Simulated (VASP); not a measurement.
# FeSi (P2_13) in VASP: relaxation of the atoms with LDA

Aim: the relaxation of the atoms of FeSi with LDA.

Program: VASP 6.6.1. These are calculated values, not measurements. Logs are shortened: lines on timing, memory, paths and dates and some standing lists are left out, and cuts for length are marked.

### Step 1. The cell of the first run

It takes space group P2_13 (No. 198, cubic). The conventional cell has a = 4.380 Å, b = 4.380 Å, c = 4.380 Å, α = 90.00°, β = 90.00°, γ = 90.00°. Within 3.0 Å of Fe (site symmetry 3) lie 7 Si at 2.23 to 2.46 Å and 6 Fe at 2.69 Å. Si (site symmetry 3) has 7 Fe at 2.23 to 2.46 Å and 6 Si at 2.71 Å within 3.0 Å.

### Step 2. Relaxation of the atoms, LDA

Input file INCAR:

```
SYSTEM = FeSi
PREC = Accurate
ENCUT = 520
EDIFF = 1E-7
ISMEAR = 0
SIGMA = 0.01
LREAL = .False.
LASPH = .True.
NELM = 80
ALGO = Normal
ISIF = 2
LWAVE = .False.
LCHARG = .False.
GGA = CA
IBRION = 2
NSW = 80
EDIFFG = -0.003
```

Input file KPOINTS:

```
regular mesh
0
Gamma
  8 8 8
  0 0 0
```

Input file POSCAR:

```
FeSi
1.0
    4.3800000000      0.0000000000      0.0000000000
    0.0000000000      4.3800000000      0.0000000000
    0.0000000000      0.0000000000      4.3800000000
Fe Si
4 4
Direct
    0.1365200000      0.1365200000      0.1365200000
    0.3634800000      0.8634800000      0.6365200000
    0.6365200000      0.3634800000      0.8634800000
    0.8634800000      0.6365200000      0.3634800000
    0.8424000000      0.8424000000      0.8424000000
    0.6576000000      0.1576000000      0.3424000000
    0.3424000000      0.6576000000      0.1576000000
    0.1576000000      0.3424000000      0.6576000000
```

Potentials or basis: VASP PAW LDA potentials, release 64 (Fe, Si).

Command:

```
cat potpaw_LDA.64/Fe/POTCAR potpaw_LDA.64/Si/POTCAR > POTCAR
mpirun -np 1 vasp_std > vasp.out
```

OUTCAR:

```text
SYSTEM = FeSi
   PREC = Accurate
   ENCUT = 520
   EDIFF = 1E-7
   ISMEAR = 0
   LREAL = .False.
   LASPH = .True.
   NELM = 80
   ISIF = 2
   GGA = CA
   IBRION = 2
   NSW = 80
   EDIFFG = -0.003

 ion  position               nearest neighbor table
   1  0.137  0.137  0.137-   5 2.23   6 2.29   7 2.29   8 2.29   7 2.46   8 2.46   6 2.46   3 2.69
                             4 2.69   2 2.69   2 2.69   4 2.69   3 2.69
   2  0.363  0.863  0.637-   6 2.23   5 2.29   7 2.29   8 2.29   7 2.46   8 2.46   5 2.46   1 2.69
                             1 2.69   3 2.69   3 2.69   4 2.69   4 2.69
   3  0.637  0.363  0.863-   7 2.23   6 2.29   5 2.29   8 2.29   8 2.46   6 2.46   5 2.46   1 2.69
                             4 2.69   2 2.69   2 2.69   4 2.69   1 2.69
   4  0.863  0.637  0.363-   8 2.23   6 2.29   7 2.29   5 2.29   6 2.46   5 2.46   7 2.46   1 2.69
                             3 2.69   2 2.69   1 2.69   2 2.69   3 2.69
   5  0.842  0.842  0.842-   1 2.23   2 2.29   3 2.29   4 2.29   3 2.46   4 2.46   2 2.46   6 2.71
                             7 2.71   8 2.71   6 2.71   8 2.71   7 2.71
   6  0.658  0.158  0.342-   2 2.23   1 2.29   3 2.29   4 2.29   3 2.46   4 2.46   1 2.46   8 2.71
                             5 2.71   5 2.71   7 2.71   7 2.71   8 2.71
   7  0.342  0.658  0.158-   3 2.23   2 2.29   1 2.29   4 2.29   4 2.46   2 2.46   1 2.46   8 2.71
                             5 2.71   8 2.71   6 2.71   6 2.71   5 2.71
   8  0.158  0.342  0.658-   4 2.23   2 2.29   3 2.29   1 2.29   2 2.46   1 2.46   3 2.46   7 2.71
                             5 2.71   7 2.71   5 2.71   6 2.71   6 2.71

  LATTYP: Found a simple cubic cell.
 ALAT       =     4.3800000000

  Lattice vectors:

 A1 = (   4.3800000000,   0.0000000000,   0.0000000000)
 A2 = (   0.0000000000,   4.3800000000,   0.0000000000)
 A3 = (   0.0000000000,   0.0000000000,   4.3800000000)

Analysis of symmetry for initial positions (statically):
=====================================================================
 Subroutine PRICEL returns:
 Original cell was already a primitive cell.

 Routine SETGRP: Setting up the symmetry group for a
 simple cubic supercell.

 Subroutine GETGRP returns: Found 12 space group operations
 (whereof  3 operations were pure point group operations)
 out of a pool of 48 trial point group operations.

The static configuration has the point symmetry C_3 .
 The point group associated with its full space group is T   .

Analysis of symmetry for dynamics (positions and initial velocities):
=====================================================================
 Subroutine PRICEL returns:
 Original cell was already a primitive cell.

 Routine SETGRP: Setting up the symmetry group for a
 simple cubic supercell.

 Subroutine GETGRP returns: Found 12 space group operations
 (whereof  3 operations were pure point group operations)
 out of a pool of 48 trial point group operations.

The dynamic configuration has the point symmetry C_3 .
 The point group associated with its full space group is T   .

 Subroutine INISYM returns: Found 12 space group operations
 (whereof  3 operations are pure point group operations),
 and found     1 'primitive' translations

----------------------------------------------------------------------------------------

                                     Primitive cell

  volume of cell :      84.0277

  direct lattice vectors                    reciprocal lattice vectors
     4.380000000  0.000000000  0.000000000     0.228310502  0.000000000  0.000000000
     0.000000000  4.380000000  0.000000000     0.000000000  0.228310502  0.000000000
     0.000000000  0.000000000  4.380000000     0.000000000  0.000000000  0.228310502

  length of vectors
     4.380000000  4.380000000  4.380000000     0.228310502  0.228310502  0.228310502

  position of ions in fractional coordinates (direct lattice)
     0.136520000  0.136520000  0.136520000
     0.363480000  0.863480000  0.636520000
     0.636520000  0.363480000  0.863480000
     0.863480000  0.636520000  0.363480000
     0.842400000  0.842400000  0.842400000
     0.657600000  0.157600000  0.342400000
     0.342400000  0.657600000  0.157600000
     0.157600000  0.342400000  0.657600000

  ion indices of the primitive-cell ions
   primitive index   ion index
                 1           1
                 2           2
                 3           3
                 4           4
                 5           5
                 6           6
                 7           7
                 8           8

----------------------------------------------------------------------------------------

 KPOINTS: regular mesh

Automatic generation of k-mesh.
 Grid dimensions read from file:
 generate k-points for:    8    8    8

 Generating k-lattice:

  Cartesian coordinates                     Fractional coordinates (reciprocal lattice)
     0.028538813  0.000000000  0.000000000     0.125000000  0.000000000  0.000000000
     0.000000000  0.028538813  0.000000000     0.000000000  0.125000000  0.000000000
     0.000000000  0.000000000  0.028538813     0.000000000  0.000000000  0.125000000

  Length of vectors
     0.028538813  0.028538813  0.028538813

  Shift w.r.t. Gamma in fractional coordinates (k-lattice)
     0.000000000  0.000000000  0.000000000

 Subroutine IBZKPT returns following result:
 ===========================================

 Found     45 irreducible k-points:

 Following reciprocal coordinates:
            Coordinates               Weight
  0.000000  0.000000  0.000000      1.000000
  0.125000  0.000000  0.000000      6.000000
  0.250000  0.000000  0.000000      6.000000
  0.375000  0.000000  0.000000      6.000000
  0.500000  0.000000  0.000000      3.000000
  0.125000  0.125000  0.000000     12.000000
[... 16 lines left out ...]
  0.250000  0.125000  0.125000     24.000000
  0.375000  0.125000  0.125000     24.000000
 [... further k-points ...]
   k-points           NKPTS =     45   k-points in BZ     NKDIM =     45   number of bands    NBANDS=     29
   number of dos      NEDOS =    301   number of ions     NIONS =      8
   total plane-waves  NPLWV =  46656
   dimension x,y,z NGX =    36 NGY =   36 NGZ =   36
   dimension x,y,z NGXF=    72 NGYF=   72 NGZF=   72
   ions per type =               4   4
   NGX,Y,Z   is equivalent  to a cutoff of  13.66, 13.66, 13.66 a.u.
   NGXF,Y,Z  is equivalent  to a cutoff of  27.33, 27.33, 27.33 a.u.
 SYSTEM =  FeSi
   PREC   = accura    normal or accurate (medium, high low for compatibility)
   ISTART =      0    job   : 0-new  1-cont  2-samecut
   ICHARG =      2    charge: 1-file 2-atom 10-const
   ISPIN  =      1    spin polarized calculation?
   LNONCOLLINEAR =      F non collinear calculations
   LSORBIT =      F    spin-orbit coupling
   LASPH  =      T    aspherical Exc in radial PAW
   ENCUT  =  520.0 eV  38.22 Ry    6.18 a.u.   8.14  8.14  8.14*2*pi/ulx,y,z
   NELM   =     80;   NELMIN=  2; NELMDL= -5     # of ELM steps
   EDIFF  = 0.1E-06   stopping-criterion for ELM
   LREAL  =      F    real-space projection
   EDIFFG = -.3E-02   stopping-criterion for IOM
   NSW    =     80    number of steps for IOM
   IBRION =      2    ionic relax: 0-MD 1-quasi-New 2-CG
   NFREE  =      1    steps in history (QN), initial steepest desc. (CG)
   ISIF   =      2    stress and relaxation
   ISYM   =      2    0-nonsym 1-usesym 2-fastsym
   POTIM  = 0.5000    time-step for ionic-motion
   TEBEG  =    0.0;   TEEND  =   0.0 temperature during run
   PSTRESS=    0.0 pullay stress
   NELECT =      48.0000    total number of electrons
   NUPDOWN=      -1.0000    fix difference up-down
   EMIN   =  10.00;   EMAX   =-10.00  energy-range for DOS
   EFERMI =   0.00;   METHOD = LEGACY
   ISMEAR =     0;   SIGMA  =   0.01  broadening in eV -4-tet -1-fermi 0-gaus
   EFERMI_NEDOS =   21; number of points for ismear=-14 and -15
   IALGO  =     38    algorithm
   IMIX   =      4    mixing-type and parameters
     AMIX     =   0.40;   BMIX     =  1.00
     AMIX_MAG =   1.60;   BMIX_MAG =  1.00
  volume/ion in A,a.u.               =      10.50        70.88
  Fermi-wavevector in a.u.,A,eV,Ry     =   1.358359  2.566926 25.104631  1.845138
  Thomas-Fermi vector in A             =   2.485199
   LORBIT       =      0    0 simple, 1 ext, 2 COOP (PROOUT), +10 PAW based schemes
   GGA     = CA    functional components
   LHFCALC =     F    Hartree Fock is set to
   AEXX    =    0.0000 exact exchange contribution
   IVDW    =     0    specifies the selected vdW correction
   LEPSILON=     F    determine dielectric tensor
   LRPA    =     F    only Hartree local field effects (RPA)
 conjugate gradient relaxation of ions
 non-spin polarized calculation
 Gauss-broadening in eV      SIGMA  =   0.01
  energy-cutoff  :      520.00
  volume of cell :       84.03
 maximum number of plane-waves:      2301
 NGX is ok and might be reduce to    36
   NGX = 17   NGY = 17   NGZ = 17

--------------------------------------- Ionic step        1  -------------------------------------------

 number of electron      47.9999991 magnetization

 Free energy of the ion-electron system (eV)
  ---------------------------------------------------
  ext. energy  EPLUGINS =         0.00000000
  ---------------------------------------------------
  free energy    TOTEN  =       -66.54800806 eV

  energy without entropy =      -66.54800806  energy(sigma->0) =      -66.54800806

------------------------ aborting loop because EDIFF is reached ----------------------------------------

  FORCE on cell =-STRESS in cart. coord.  units (eV):
  Direction    XX          YY          ZZ          XY          YZ          ZX
  --------------------------------------------------------------------------------------
  -------------------------------------------------------------------------------------
  Total       -0.6480025     -0.6480025     -0.6480025      0.0000000     -0.0000000      0.0000000
  in kB      -12.3556319    -12.3556319    -12.3556319      0.0000000     -0.0000000      0.0000000
  external PRESSURE =     -12.3556319 kB  Pullay stress =       0.0000000 kB
[... 237 lines left out ...]
  energy  without entropy=      -66.5540999120  energy(sigma->0) =      -66.55409991

--------------------------------------- Ionic step        7  -------------------------------------------

 number of electron      47.9999989 magnetization

 Free energy of the ion-electron system (eV)
  ---------------------------------------------------
  ext. energy  EPLUGINS =         0.00000000
  ---------------------------------------------------
  free energy    TOTEN  =       -66.55410204 eV

  energy without entropy =      -66.55410204  energy(sigma->0) =      -66.55410204

 E-fermi :  10.3270     XC(G=0): -13.1993

 val. band max:       10.2633904631   @ k =   0.2500   0.1250   0.1250
 cond. band min:      10.3906587170   @ k =   0.3750   0.1250   0.1250
 fundamental gap:      0.1272682539
 Fermi energy:        10.3270492989

 k-point     1 :       0.0000    0.0000    0.0000
  band No.  band energies     occupation
      1      -3.2711      2.00000
      2       2.2145      2.00000
      3       2.2145      2.00000
      4       2.2145      2.00000
      5       5.0553      2.00000
      6       5.0553      2.00000
[... 757 lines left out ...]
     28      12.5701      0.00000
     29      12.8870      0.00000

 [... further k-points ...]

------------------------ aborting loop because EDIFF is reached ----------------------------------------

  FORCE on cell =-STRESS in cart. coord.  units (eV):
  Direction    XX          YY          ZZ          XY          YZ          ZX
  --------------------------------------------------------------------------------------
  -------------------------------------------------------------------------------------
  Total       -0.6264013     -0.6264013     -0.6264013      0.0000000     -0.0000000      0.0000000
  in kB      -11.9437553    -11.9437553    -11.9437553      0.0000000     -0.0000000      0.0000000
  external PRESSURE =     -11.9437553 kB  Pullay stress =       0.0000000 kB
[... 23 lines left out ...]
  FREE ENERGIE OF THE ION-ELECTRON SYSTEM (eV)
  ---------------------------------------------------
  free  energy   TOTEN  =       -66.5541020437 eV

  energy  without entropy=      -66.5541020437  energy(sigma->0) =      -66.55410204

 reached required accuracy - stopping structural energy minimisation
```

It took 8.1 min on 1 thread of Intel Xeon Platinum 8259CL at 2.50GHz (Skylake/Cascade Lake), shared host; peak memory 0.23 GiB.

Results:

```
Free energy               : -66.5541 eV
Energy gained by relaxing : 0.8 meV/atom
Ionic steps               : 7
Pressure after relaxing   : -1.2 GPa
Band gap on the k mesh    : 0.13 eV (least direct gap 0.16 eV)
```

Step by step:
| step | energy change (eV) | largest force (eV/Å) | pressure (GPa) |
| --- | --- | --- | --- |
| 1 | 0.0000 | 0.2272 | -1.24 |
| 2 | -0.0060 | 0.0247 | -1.22 |
| 3 | -0.0061 | 0.0069 | -1.21 |
| 4 | -0.0061 | 0.0065 | -1.21 |
| 5 | -0.0061 | 0.0051 | -1.19 |
| 6 | -0.0061 | 0.0041 | -1.17 |
| 7 | -0.0061 | 0.0001 | -1.19 |

Final structure:
```yaml
crystal:
  lattice:
    - [4.38000, 0.00000, 0.00000]
    - [0.00000, 4.38000, 0.00000]
    - [0.00000, 0.00000, 4.38000]
  atoms:
    - { symbol: Fe, position: [0.13697, 0.13697, 0.13697] }
    - { symbol: Fe, position: [0.36303, 0.86303, 0.63697] }
    - { symbol: Fe, position: [0.63697, 0.36303, 0.86303] }
    - { symbol: Fe, position: [0.86303, 0.63697, 0.36303] }
    - { symbol: Si, position: [0.84077, 0.84077, 0.84077] }
    - { symbol: Si, position: [0.65923, 0.15923, 0.34077] }
    - { symbol: Si, position: [0.34077, 0.65923, 0.15923] }
    - { symbol: Si, position: [0.15923, 0.34077, 0.65923] }
```

A k mesh can miss the band edges. Spin polarisation is off, so any magnetic state and its effect on volume and gap are missing.
